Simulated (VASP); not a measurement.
A run of VASP 6.6.1 is set up as follows.

The input INCAR:

```
SYSTEM = Si3Se2
PREC = Accurate
ENCUT = 520
EDIFF = 1E-7
ISMEAR = 0
SIGMA = 0.1
LREAL = .FALSE.
LASPH = .TRUE.
NELM = 100
ALGO = Normal
ISIF = 2
LWAVE = .FALSE.
LCHARG = .FALSE.
GGA = PE
NBANDS = 20
```

The input KPOINTS:

```
regular mesh
0
G
  6 6 4
  0 0 0
```

Contents of POSCAR:

```
Si3Se2
1.0
    4.8230127054      0.0000000000      0.0000000000
   -2.4115063527      4.1768515257      0.0000000000
    0.0000000000      0.0000000000      7.3081875605
Si Se
3 2
Direct
   -0.0002196410      0.3693555283      0.0000000000
    0.6306444717      0.6304248307      0.0000000000
    0.3695751693      1.0002196410      0.0000000000
    0.0000000000      0.0000000000      0.2453049965
    0.0000000000      0.0000000000      0.7546950035
```

Potentials or basis: VASP PAW PBE potentials, release 64 (Si, Se).

Launch:

```bash
$ cat potpaw_PBE.64/Si/POTCAR potpaw_PBE.64/Se/POTCAR > POTCAR
$ mpirun -np 1 vasp_std > vasp.out
```

Problem. Estimate the pressure.

Solution. 0.0 GPa.

Problem. Estimate the largest force.

Solution. 0.031 eV/Å.

Problem. What does it give for the band gap on the k mesh?

Solution. Zero (band 12 reaches 3.51 eV, above the bottom of band 13 at 2.25 eV).

Stress tensor (GPa, compression positive):
```
-0.08  0.00  0.00
 0.00 -0.08  0.00
 0.00  0.00  0.01
```

Caveat: this functional lacks dispersion, which binds the layers, so the pressure and a relaxed spacing across them are unreliable.
